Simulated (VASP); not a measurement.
A run of VASP 6.6.1 is set up as follows.

The input INCAR:

```
SYSTEM = Pd
ALGO = Normal ; EDIFF = 1E-6
ENCUT = 520 ; GGA = CA
ISIF = 2 ; ISMEAR = -1
LASPH = .True. ; LCHARG = .False.
LREAL = .False. ; LWAVE = .False.
NBANDS = 11 ; NELM = 60
PREC = Accurate ; SIGMA = 0.1
```

KPOINTS

```
k-points
0
Gamma
  15 15 15
  0 0 0
```

POSCAR

```
Pd
1.0
    2.1175116536      0.0000000000      0.0000000000
    0.0000000000      2.1175116536      0.0000000000
    0.0000000000      0.0000000000      2.1175116536
Pd
1
Direct
    0.0000000000      0.0000000000      0.0000000000
```

Potentials or basis: VASP PAW LDA potentials, release 64 (Pd).

Run with:

```console
$ cat potpaw_LDA.64/Pd/POTCAR > POTCAR
$ mpirun -np 1 vasp_std > vasp.out
```

**Question.** Estimate the band gap on the k mesh.

**Answer.** Zero (band 5 reaches 23.33 eV, above the bottom of band 6 at 18.11 eV).

**Question.** Predict the pressure.

**Answer.** 354.6 GPa.
